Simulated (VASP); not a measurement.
Set up this calculation in VASP 6.6.1, as the native input.

| Quantity | Value |
| --- | --- |
| Task | single point |
| Functional | LDA |
| Potentials or basis | VASP PAW LDA potentials, release 64 (Rb_sv, Y_sv, Ag, F) |
| Cutoff | 520 eV |
| k mesh | 1 × 1 × 1 |
| Occupations | fermi-dirac, width 0.05 eV |
| Spin | no spin polarisation |
| Dipole correction | no |
| Further INCAR settings | LREAL = Auto; ALGO = Normal; EDIFF = 1e-06; NBANDS = 190 |

The structure of Rb2YAgF6 lies in POSCAR:

```
Rb2YAgF6
1.0
    9.1773740000      0.0000000000      0.0000000000
    0.0000000000      9.1773740000      0.0000000000
    0.0000000000      0.0000000000      9.1773740000
Rb Y Ag F
8 4 4 24
Direct
    0.7223090178      0.7459105404      0.7104537747
    0.3162015627      0.2530462418      0.2611967214
    0.2171645179      0.2691292738      0.7887659367
    0.7947480401      0.7622114997      0.2510195182
    0.3123333537      0.7788393499      0.2798295024
    0.7532111037      0.2269276593      0.7481878803
    0.7467277677      0.2809736206      0.2573067198
    0.2068238692      0.7425653569      0.7875673368
    0.4875904589      0.4790912956      0.5048394018
    0.0372655620      0.0163990266      0.4952723949
   -0.0459390671      0.4785246847     -0.0260314116
    0.4792111556     -0.0192429773      0.0019177599
   -0.0075511797     -0.0056334198      0.0012094963
    0.4856400099      0.5189392957     -0.0167150211
    0.5145044759     -0.0101009287      0.5379534494
    0.0387147783      0.5561394796      0.4359525938
    0.2641932213      0.4131574021      0.4343072430
    0.5353383223      0.4954031513      0.2630055177
    0.7336848210      0.4725643741      0.5279396917
    0.5098299361      0.2556177835      0.5219793810
    0.4777074575      0.6994593443      0.5349787423
    0.4883858934      0.4878628680      0.7458451622
    0.7657310250      0.0449039126      0.5199199684
    0.0355221439     -0.0340075494      0.2709162774
    0.2506272491      0.0719595823      0.5005244420
    0.0887617743      0.7867719023      0.5179477267
    0.0413734909      0.2227543522      0.5422575129
    0.0002179273     -0.0321006859      0.7220148160
    0.6967352535      0.4984214439     -0.0999741320
    0.0196897282      0.5262507554      0.7506504584
    0.1604053621      0.4459772480      0.0452743889
   -0.0855909327      0.2453643057     -0.0121494449
   -0.0388019492      0.7221346760     -0.0115937304
   -0.0724281260      0.5097318688      0.2215012704
    0.2556504726     -0.0238085535     -0.0417657600
    0.4598483183     -0.0975006576      0.7640747778
    0.7273213449     -0.0622291300      0.0324057841
    0.4560999693      0.7439600914      0.0452090108
    0.4961767931      0.2127405944     -0.0580013411
    0.4391234355      0.0012639781      0.2319290900
```

One way to write it, as run:

INCAR

```
  ALGO = Normal
  EDIFF = 1E-6
  ENCUT = 520
  GGA = CA
  ISIF = 2
  ISMEAR = -1
  LASPH = True
  LCHARG = False
  LREAL = Auto
  LWAVE = False
  NBANDS = 190
  NELM = 100
  PREC = Accurate
  SIGMA = 0.05
```

KPOINTS

```
k-points
0
Gamma
  1 1 1
```

Potentials or basis: VASP PAW LDA potentials, release 64 (Rb_sv, Y_sv, Ag, F).

Launch:

```console
$ cat potpaw_LDA.64/Rb_sv/POTCAR potpaw_LDA.64/Y_sv/POTCAR potpaw_LDA.64/Ag/POTCAR potpaw_LDA.64/F/POTCAR > POTCAR
$ mpirun -np 1 vasp_gam > vasp.out
```

It gave:

| Quantity | Value |
| --- | --- |
| Pressure | -2.4 GPa |
| Largest force | 3.132 eV/Å |
| Band gap on the k mesh | 2.06 eV |

Caveat: the k points lie up to 0.68 Å⁻¹ apart; forces of over 1 eV/Å act on the atoms, so gaps and moduli don't describe the material at rest.

It took 7.3 min on 1 thread of Oxide Virtual Turin-like Processor, on a shared host, peak memory 0.49 GiB.
